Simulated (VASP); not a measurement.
CaSe, 2 atoms in the cell. The structure is cubic, space group Fm-3m (No. 225). The conventional cell has a = 5.621 Å, b = 5.621 Å, c = 5.621 Å, α = 90.00°, β = 90.00°, γ = 90.00°. Ca (site symmetry m-3m) has 6 Se at 2.81 Å within 3.7 Å. Se (site symmetry m-3m) has 6 Ca at 2.81 Å within 3.7 Å.  This cell differs from its parent crystal: strain -5.3%.

| Item | Value |
| --- | --- |
| Program | VASP 6.6.1 |
| Task | single point |
| Functional | HSE06 |
| Potentials or basis | VASP PAW PBE potentials, release 64 (Ca_sv, Se) |
| Cutoff | 520 eV |
| k mesh | 6 × 6 × 6 |
| Occupations | gaussian, width 0.01 eV |
| Spin | no spin polarisation |
| Dipole correction | no |
| Grid for exact exchange (PRECFOCK) | Normal |
| Further INCAR settings | ALGO = Normal; EDIFF = 1e-07; NBANDS = 15 |
| Share of exact exchange | 0.25 |
| Screening parameter | 0.2079 1/Å |

Potentials or basis: VASP PAW PBE potentials, release 64 (Ca_sv, Se).

Run with:

```bash
$ cat potpaw_PBE.64/Ca_sv/POTCAR potpaw_PBE.64/Se/POTCAR > POTCAR
$ cp INCAR.step1 INCAR
$ mpirun -np 1 vasp_std > vasp.out
$ cp INCAR.step2 INCAR
$ mpirun -np 1 vasp_std > vasp.out
```

Hardware: 1 thread of AMD EPYC 7R43 64-Core Processor (Zen 3), with other jobs on the host.

Question: How long does it take, and how much memory?

Answer: It took 74 min on 1 thread of AMD EPYC 7R43 64-Core Processor (Zen 3), with other jobs on the host, peak memory 0.25 GiB. Counts: k points 16.
